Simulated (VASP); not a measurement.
# BaF2 (Fm-3m) in VASP: further runs

BaF2 is run at these levels: PBEsol; tasks: relaxation of cell and atoms.

Everything below comes from runs of VASP 6.6.1. Logs are shortened: lines on timing, memory, paths and dates and some standing lists are left out, and cuts for length are marked.

### 1 The cell of the first run

It takes space group Fm-3m (No. 225, cubic). The conventional cell has a = 6.200 Å, b = 6.200 Å, c = 6.200 Å, α = 90.00°, β = 90.00°, γ = 90.00°. Ba (site symmetry m-3m) has 8 F at 2.68 Å within 3.5 Å. F (site symmetry -43m) has 4 Ba at 2.68 Å and 6 F at 3.10 Å within 3.5 Å.

### 2 Relaxation of cell and atoms, PBEsol

INCAR

```
ALGO = Normal ; EDIFF = 1E-6
EDIFFG = -0.01 ; ENCUT = 600
GGA = PS ; IBRION = 2
ISIF = 3 ; ISMEAR = 0
KPAR = 2 ; LASPH = T
LCHARG = F ; LREAL = F
LWAVE = F ; NELM = 80
NSW = 90 ; PREC = Accurate
SIGMA = 0.03
```

KPOINTS

```
k-points
0
Gamma
  8 8 8
```

POSCAR

```
BaF2
1.0
    0.0000000000      3.1000500000      3.1000500000
    3.1000500000      0.0000000000      3.1000500000
    3.1000500000      3.1000500000      0.0000000000
Ba F
1 2
Direct
    0.0000000000      0.0000000000      0.0000000000
    0.2500000000      0.2500000000      0.2500000000
    0.7500000000      0.7500000000      0.7500000000
```

Potentials or basis: VASP PAW PBE potentials, release 64 (Ba_sv, F).

Launch:

```
$ cat potpaw_PBE.64/Ba_sv/POTCAR potpaw_PBE.64/F/POTCAR > POTCAR
$ mpirun -np 2 vasp_std > vasp.out
```

OUTCAR:

```text
EDIFF = 1E-6
   EDIFFG = -0.01
   ENCUT = 600
   GGA = PS
   IBRION = 2
   ISIF = 3
   ISMEAR = 0
   LASPH = T
   LREAL = F
   NELM = 80
   NSW = 90
   PREC = Accurate

 ion  position               nearest neighbor table
   1  0.000  0.000  0.000-   3 2.68   3 2.68   2 2.68   3 2.68   2 2.68   2 2.68   3 2.68   2 2.68

   2  0.250  0.250  0.250-   1 2.68   1 2.68   1 2.68   1 2.68
   3  0.750  0.750  0.750-   1 2.68   1 2.68   1 2.68   1 2.68

  LATTYP: Found a face centered cubic cell.
 ALAT       =     6.2001000000

  Lattice vectors:

 A1 = (   0.0000000000,   3.1000500000,   3.1000500000)
 A2 = (   3.1000500000,   0.0000000000,   3.1000500000)
 A3 = (   3.1000500000,   3.1000500000,   0.0000000000)

Analysis of symmetry for initial positions (statically):
=====================================================================
 Subroutine PRICEL returns:
 Original cell was already a primitive cell.

 Routine SETGRP: Setting up the symmetry group for a
 face centered cubic supercell.

 Subroutine GETGRP returns: Found 48 space group operations
 (whereof 48 operations were pure point group operations)
 out of a pool of 48 trial point group operations.

The static configuration has the point symmetry O_h .

Analysis of symmetry for dynamics (positions and initial velocities):
=====================================================================
 Subroutine PRICEL returns:
 Original cell was already a primitive cell.

 Routine SETGRP: Setting up the symmetry group for a
 face centered cubic supercell.

 Subroutine GETGRP returns: Found 48 space group operations
 (whereof 48 operations were pure point group operations)
 out of a pool of 48 trial point group operations.

The dynamic configuration has the point symmetry O_h .

 Subroutine INISYM returns: Found 48 space group operations
 (whereof 48 operations are pure point group operations),
 and found     1 'primitive' translations

----------------------------------------------------------------------------------------

                                     Primitive cell

  volume of cell :      59.5849

  direct lattice vectors                    reciprocal lattice vectors
     0.000000000  3.100050000  3.100050000    -0.161287721  0.161287721  0.161287721
[... 148 lines left out ...]

 VOLUME and BASIS-vectors are now :
 -----------------------------------------------------------------------------
  energy-cutoff  :      600.00
  volume of cell :       59.58
      direct lattice vectors                 reciprocal lattice vectors
     0.000000000  3.100050000  3.100050000    -0.161287721  0.161287721  0.161287721
     3.100050000  0.000000000  3.100050000     0.161287721 -0.161287721  0.161287721
     3.100050000  3.100050000  0.000000000     0.161287721  0.161287721 -0.161287721

 POSITION                                       TOTAL-FORCE (eV/Angst)
 -----------------------------------------------------------------------------------
      0.00000      0.00000      0.00000        -0.000000      0.000000     -0.000000
      1.55002      1.55002      1.55002         0.000000     -0.000000     -0.000000
      4.65008      4.65008      4.65008         0.000000      0.000000      0.000000
 -----------------------------------------------------------------------------------
    total drift:                                0.000000      0.000000      0.000000

  FREE ENERGIE OF THE ION-ELECTRON SYSTEM (eV)
  ---------------------------------------------------
  free  energy   TOTEN  =       -17.6448777002 eV

  energy  without entropy=      -17.6448777002  energy(sigma->0) =      -17.64487770

--------------------------------------- Ionic step        2  -------------------------------------------

 number of electron      23.9999995 magnetization

 Free energy of the ion-electron system (eV)
  ---------------------------------------------------
  ext. energy  EPLUGINS =         0.00000000
  ---------------------------------------------------
  free energy    TOTEN  =       -17.64638263 eV

  energy without entropy =      -17.64638263  energy(sigma->0) =      -17.64638263

 E-fermi :  -1.9785     XC(G=0):  -8.9714

 val. band max:       -2.1396338023   @ k =  -0.2500   0.2500   0.0000
 cond. band min:       4.5391028894   @ k =   0.0000   0.0000   0.0000
 fundamental gap:      6.6787366918
 Fermi energy:        -1.9785020049

 k-point     1 :       0.0000    0.0000    0.0000
  band No.  band energies     occupation
      1     -25.1880      2.00000
      2     -20.9681      2.00000
      3     -20.9094      2.00000
      4      -9.9990      2.00000
      5      -9.9990      2.00000
      6      -9.9990      2.00000
[... 433 lines left out ...]
      3     -21.1273      2.00000
      4     -10.3096      2.00000
      5     -10.1464      2.00000
      6     -10.1459      2.00000
[... 8 lines left out ...]
     15       7.3692      0.00000
     16       8.1278      0.00000

 [... further k-points ...]

------------------------ aborting loop because EDIFF is reached ----------------------------------------

  FORCE on cell =-STRESS in cart. coord.  units (eV):
  Direction    XX          YY          ZZ          XY          YZ          ZX
  --------------------------------------------------------------------------------------
  -------------------------------------------------------------------------------------
  Total        0.0147239      0.0147239      0.0147239      0.0000000      0.0000000     -0.0000000
  in kB        0.4008434      0.4008434      0.4008434      0.0000000      0.0000000     -0.0000000
  external PRESSURE =       0.4008434 kB  Pullay stress =       0.0000000 kB

 VOLUME and BASIS-vectors are now :
 -----------------------------------------------------------------------------
  energy-cutoff  :      600.00
  volume of cell :       58.85
      direct lattice vectors                 reciprocal lattice vectors
     0.000000000  3.087281488  3.087281488    -0.161954782  0.161954782  0.161954782
     3.087281488 -0.000000000  3.087281488     0.161954782 -0.161954782  0.161954782
     3.087281488  3.087281488 -0.000000000     0.161954782  0.161954782 -0.161954782

 POSITION                                       TOTAL-FORCE (eV/Angst)
 -----------------------------------------------------------------------------------
      6.17456      3.08728      3.08728         0.000000     -0.000000      0.000000
      1.54364      1.54364      1.54364         0.000000      0.000000      0.000000
      4.63092      4.63092      4.63092        -0.000000     -0.000000     -0.000000
 -----------------------------------------------------------------------------------
    total drift:                                0.000000      0.000000      0.000000

  FREE ENERGIE OF THE ION-ELECTRON SYSTEM (eV)
  ---------------------------------------------------
  free  energy   TOTEN  =       -17.6463826321 eV

  energy  without entropy=      -17.6463826321  energy(sigma->0) =      -17.64638263

 reached required accuracy - stopping structural energy minimisation
```

CONTCAR:

```text
BaF2
   1.00000000000000
     0.0000000000000000    3.0872814879021786    3.0872814879021786
     3.0872814879021786   -0.0000000000000000    3.0872814879021786
     3.0872814879021786    3.0872814879021786   -0.0000000000000000
  Ba              F
     1     2
Direct
     0.0000000000000000    1.0000000000000000    1.0000000000000000
     0.2500000000000000    0.2500000000000000    0.2500000000000000
     0.7500000000000000    0.7500000000000000    0.7500000000000000

  0.00000000E+00  0.00000000E+00  0.00000000E+00
  0.00000000E+00  0.00000000E+00  0.00000000E+00
  0.00000000E+00  0.00000000E+00  0.00000000E+00
```

Run time: 59 s. Hardware: 2 MPI ranks of AMD EPYC 7R43 (Zen 3), shared host; peak memory 0.17 GiB.

Results:

```yaml
Free_energy: -17.6464 eV
Relaxed_volume: 19.62 Å³/atom
Relaxed_cell: a = 4.366 Å, b = 4.366 Å, c = 4.366 Å, α = 60.00°, β = 60.00°, γ = 60.00°
Space_group_after_relaxing_to_0.1_Å: Fm-3m (No. 225)
Energy_gained_by_relaxing: 0.5 meV/atom
Ionic_steps: 2
Pressure_after_relaxing: 0.0 GPa
Band_gap_on_the_k_mesh: 6.68 eV (least direct gap 6.77 eV)
```

The path:
| step | energy change (eV) | largest force (eV/Å) | pressure (GPa) | volume (Å³) |
| --- | --- | --- | --- | --- |
| 1 | 0.0000 | 0.0000 | -0.69 | 59.58 |
| 2 | -0.0015 | 0.0000 | 0.04 | 58.85 |

Final structure:
```cif
data_structure
_symmetry_space_group_name_H-M 'P 1'
_symmetry_Int_Tables_number 1
_cell_length_a 4.3661
_cell_length_b 4.3661
_cell_length_c 4.3661
_cell_angle_alpha 60.000
_cell_angle_beta 60.000
_cell_angle_gamma 60.000
_cell_volume 58.85
loop_
_atom_site_label
_atom_site_type_symbol
_atom_site_fract_x
_atom_site_fract_y
_atom_site_fract_z
_atom_site_occupancy
Ba1 Ba 0.00000 0.00000 0.00000 1
F1 F 0.25000 0.25000 0.25000 1
F2 F 0.75000 0.75000 0.75000 1
```

Caveat: the PAW data sets were made with another functional, which shifts forces and pressure a little; spin-orbit coupling is left out, which moves the levels of the heavy elements. A k mesh can miss the band edges.

### 3 Relaxation of cell and atoms, PBEsol

This run uses another cell than the first one, of 19.62 Å³/atom.

INCAR, as its differences from that of step 2:

```diff
@@ -1,3 +1,3 @@
-ALGO = Normal ; EDIFF = 1E-6
-EDIFFG = -0.01 ; ENCUT = 600
+ALGO = Normal ; EDIFF = 1E-7
+EDIFFG = -0.005 ; ENCUT = 600
 GGA = PS ; IBRION = 2
```

KPOINTS is that of step 2.

POSCAR

```
BaF2                                    
1.0
    0.0000000000      3.0872814879      3.0872814879
    3.0872814879     -0.0000000000      3.0872814879
    3.0872814879      3.0872814879     -0.0000000000
  Ba              F             
     1     2
Direct
     0.0000000000000000    1.0000000000000000    1.0000000000000000
     0.2500000000000000    0.2500000000000000    0.2500000000000000
     0.7500000000000000    0.7500000000000000    0.7500000000000000
```

Potentials or basis: VASP PAW PBE potentials, release 64 (Ba_sv, F).

Launch:

```
$ cat potpaw_PBE.64/Ba_sv/POTCAR potpaw_PBE.64/F/POTCAR > POTCAR
$ mpirun -np 2 vasp_std > vasp.out
```

Wall time 60 s (2 MPI ranks of AMD EPYC 7R43 (Zen 3), shared host); peak memory 0.18 GiB.

The run converged. Its results:

```yaml
Free_energy: -17.6452 eV
Relaxed_volume: 19.64 Å³/atom
Relaxed_cell: a = 4.367 Å, b = 4.367 Å, c = 4.367 Å, α = 60.00°, β = 60.00°, γ = 60.00°
Space_group_after_relaxing_to_0.1_Å: Fm-3m (No. 225)
Energy_gained_by_relaxing: 0.0 meV/atom
Ionic_steps: 2
Pressure_after_relaxing: 0.0 GPa
Band_gap_on_the_k_mesh: 6.67 eV (least direct gap 6.76 eV)
```

Final structure:
```cif
data_structure
_symmetry_space_group_name_H-M 'P 1'
_symmetry_Int_Tables_number 1
_cell_length_a 4.3674
_cell_length_b 4.3674
_cell_length_c 4.3674
_cell_angle_alpha 60.000
_cell_angle_beta 60.000
_cell_angle_gamma 60.000
_cell_volume 58.91
loop_
_atom_site_label
_atom_site_type_symbol
_atom_site_fract_x
_atom_site_fract_y
_atom_site_fract_z
_atom_site_occupancy
Ba1 Ba 0.00000 0.00000 0.00000 1
F1 F 0.25000 0.25000 0.25000 1
F2 F 0.75000 0.75000 0.75000 1
```

Levels at points of the mesh, in eV from the valence-band top:
```
           k point  band 10  band 11  band 12  band 13  band 14  band 15
(0.00, 0.00, 0.00)    -0.09    -0.09    -0.09     6.67     9.15     9.15
(0.50, 0.00, 0.00)    -0.36    -0.17    -0.17     9.07     9.16     9.16
(0.50, 0.50, 0.00)    -0.33    -0.33    -0.14     7.19     8.96    10.70
```

Caveat: the PAW data sets were made with another functional, which shifts forces and pressure a little; spin-orbit coupling is left out, which moves the levels of the heavy elements. A k mesh can miss the band edges.
